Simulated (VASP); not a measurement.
SrCuS2: single point with r2SCAN

The system is SrCuS2.

```xyz
8
Lattice="4.3416 0.0000 0.0000 0.0000 4.3416 0.0000 0.0000 0.0000 8.9649" Properties=species:S:1:pos:R:3 pbc="T T T"
Sr    1.0854    1.0854    6.1413
Sr    3.2562    3.2562    2.8236
Cu    1.0854    1.0854    0.8719
Cu    3.2562    3.2562    8.0930
S     1.0854    1.0854    3.1830
S     3.2562    3.2562    5.7819
S     3.2562    1.0854    0.0000
S     1.0854    3.2562    0.0000
```

| Property | Result |
| --- | --- |
| Program | VASP 6.6.1 |
| Task | single point |
| Functional | r2SCAN |
| Potentials or basis | VASP PAW PBE potentials, release 64 (Sr_sv, Cu, S) |
| Cutoff | 520 eV |
| k mesh | 5 × 5 × 3 |
| Occupations | fermi-dirac, width 0.1 eV |
| Spin | collinear spin, zero start |
| Starting moments | [0.0, 0.0, 0.0, 0.0, 0.0, 0.0, 0.0, 0.0] μB |

```
Pressure                                              : 0.1 GPa
Largest force                                         : 0.031 eV/Å
Band gap on the k mesh                                : zero (filled and empty bands overlap)
Net moment                                            : 0.00 μB per cell
Valence electrons inside the program's atomic spheres : Sr 8.03; Cu 10.03; S 3.77, 3.70
```

Forces in eV/Å, atoms in the order of the input:
```
Sr   0.000  0.000  0.006
Sr   0.000  0.000 -0.006
Cu   0.000  0.000  0.031
Cu   0.000  0.000 -0.031
S    0.000  0.000 -0.012
S    0.000  0.000  0.012
S    0.000  0.000  0.000
S    0.000  0.000  0.000
```

Levels at points of the mesh, in eV from the Fermi level:
Spin up:
```
           k point  band 31  band 32  band 33  band 34  band 35  band 36
(0.00, 0.00, 0.00)    -0.24     0.06     0.06     0.20     1.66     2.51
```
Spin down:
```
           k point  band 30  band 31  band 32  band 33  band 34  band 35  band 36  band 37
(0.00, 0.00, 0.00)    -1.04    -0.24     0.06     0.06     0.20     1.66     2.51     3.50
```

It took 11 min on 1 thread of Intel(R) Xeon(R) Platinum 8259CL CPU @ 2.50GHz (Skylake/Cascade Lake) (shared host), peak memory 0.43 GiB.

Caveat: the PAW data sets were made with another functional, which shifts forces and pressure a little. With open d or f shells a metallic result of r2SCAN can be an artefact of self-interaction; +U or a hybrid may open a gap.
